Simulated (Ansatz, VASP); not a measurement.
## Two plane-wave programs on C

File INCAR:

```
  PREC = Accurate
  ENCUT = 520
  EDIFF = 1E-6
  ISMEAR = 0
  SIGMA = 0.01
  LREAL = F
  LASPH = T
  NELM = 60
  ALGO = Normal
  ISIF = 2
  LWAVE = F
  LCHARG = F
  GGA = PS
  NBANDS = 16
```

KPOINTS

```
Automatic mesh
0
Gamma
  9 9 6
```

POSCAR

```
C
1.0
    2.4982824898      0.0000000000      0.0000000000
   -1.2491412449      2.1635761020      0.0000000000
    0.0000000000      0.0000000000      4.2229976408
C
4
Direct
    0.3333333333      0.6666666667     -0.0002608640
    0.6666666667      0.3333333333      0.4997391360
    0.3333333333      0.6666666667      0.3742608640
    0.6666666667      0.3333333333      0.8742608640
```

Input for Ansatz:

```yaml
crystal:
  lattice:
    - [2.4982824898, 0.0, 0.0]
    - [-1.2491412449, 2.163576102, 0.0]
    - [0.0, 0.0, 4.2229976408]
  atoms:
    - { symbol: C, position: [0.3333333333, 0.6666666667, -0.000260864] }
    - { symbol: C, position: [0.6666666667, 0.3333333333, 0.499739136] }
    - { symbol: C, position: [0.3333333333, 0.6666666667, 0.374260864] }
    - { symbol: C, position: [0.6666666667, 0.3333333333, 0.874260864] }
basis:
  ecutwfc: 600.0
kpoints:
  mp_grid: { grid: [9, 9, 6] }
  band_path:
    path:
      - [0.0, 0.0, 0.0]
      - [0.0, 0.0, 0.0]
      - [0.0, 0.0, 0.0]
      - [0.0, 0.0, 0.0]
      - [0.0, 0.0, 0.0]
      - [0.0, 0.0, 0.0]
      - [0.0, 0.0, 0.0]
      - [0.0, 0.0, 0.0]
      - [0.0, 0.0, 0.0]
      - [0.0, 0.0, 0.0]
      - [0.0, 0.0, 0.0]
      - [0.0, 0.0, 0.0]
      - [0.0, 0.0, 0.0]
      - [0.0, 0.0, 0.0]
      - [0.0, 0.0, 0.0]
      - [0.0, 0.0, 0.0]
      - [0.0, 0.0, 0.0]
      - [0.0, 0.0, 0.0]
      - [0.0, 0.0, 0.0]
      - [0.0, 0.0, 0.0]
      - [0.0, 0.0, 0.0]
      - [0.0, 0.0, 0.0]
      - [0.0, 0.0, 0.0]
      - [0.0, 0.0, 0.0]
      - [0.0, 0.0, 0.0]
      - [0.0, 0.0, 0.0]
      - [0.3, 0.0, 0.0]
      - [0.3166666667, 0.0, 0.0]
      - [0.3333333333, 0.0, 0.0]
      - [0.35, 0.0, 0.0]
      - [0.3666666667, 0.0, 0.0]
      - [0.3833333333, 0.0, 0.0]
      - [0.4, 0.0, 0.0]
      - [0.4166666667, 0.0, 0.0]
      - [0.4333333333, 0.0, 0.0]
      - [0.45, 0.0, 0.0]
      - [0.4666666667, 0.0, 0.0]
      - [0.4833333333, 0.0, 0.0]
      - [0.5, 0.0, 0.0]
      - [0.5, 0.0, 0.0]
      - [0.5, 0.0, 0.0416666667]
      - [0.5, 0.0, 0.0833333333]
      - [0.5, 0.0, 0.125]
      - [0.5, 0.0, 0.1666666667]
      - [0.5, 0.0, 0.2083333333]
      - [0.5, 0.0, 0.25]
      - [0.5, 0.0, 0.2916666667]
      - [0.5, 0.0, 0.3333333333]
      - [0.5, 0.0, 0.375]
      - [0.5, 0.0, 0.4166666667]
      - [0.5, 0.0, 0.4583333333]
      - [0.5, 0.0, 0.5]
      - [0.3333333333, 0.3333333333, 0.0]
      - [0.3333333333, 0.3333333333, 0.0]
      - [0.3333333333, 0.3333333333, 0.0]
      - [0.3333333333, 0.3333333333, 0.0]
      - [0.3333333333, 0.3333333333, 0.0]
      - [0.3333333333, 0.3333333333, 0.0]
      - [0.3333333333, 0.3333333333, 0.0]
      - [0.3333333333, 0.3333333333, 0.0]
      - [0.3333333333, 0.3333333333, 0.0]
      - [0.3333333333, 0.3333333333, 0.0]
      - [0.3333333333, 0.3333333333, 0.0]
      - [0.3333333333, 0.3333333333, 0.0]
      - [0.3333333333, 0.3333333333, 0.0]
      - [0.0, 0.0, 0.5]
      - [0.0, 0.0, 0.5]
      - [0.0, 0.0, 0.5]
      - [0.0, 0.0, 0.5]
      - [0.0, 0.0, 0.5]
      - [0.0, 0.0, 0.5]
      - [0.0, 0.0, 0.5]
      - [0.0, 0.0, 0.5]
      - [0.0, 0.0, 0.5]
      - [0.0, 0.0, 0.5]
      - [0.0, 0.0, 0.5]
      - [0.0, 0.0, 0.5]
      - [0.0, 0.0, 0.5]
    npoints: 1
hamiltonian:
  xc: pbesol
  pseudopotentials: { kind: paw, azcp: { folder: soft_1 } }
scf:
  occupations: { method: fixed }
  n_extra_bands: 6
output:
  eigenvalues: true
```

Alike in both runs: task single point; functional PBEsol; k mesh 9 × 9 × 6; no spin polarisation.

|  | VASP | Ansatz |
| --- | --- | --- |
| version | VASP 6.6.1 | Ansatz 0.2.0 |
| potentials or method | VASP PAW PBE potentials, release 64 (C), cutoff 520 eV | scalar-relativistic, plane waves, PAW |
| occupations | gaussian, width 0.01 eV | fixed |
| valence electrons in the cell | 16 | 16 |

```csv
,VASP,Ansatz,Ansatz less VASP
gap on the k mesh at the Fermi level (eV),3.09,3.11,+0.020
least direct gap on the mesh (eV),4.85,4.85,+0.003
```

VASP's potentials were made for PBE, not for PBEsol, and Ansatz warns of the same on its side.
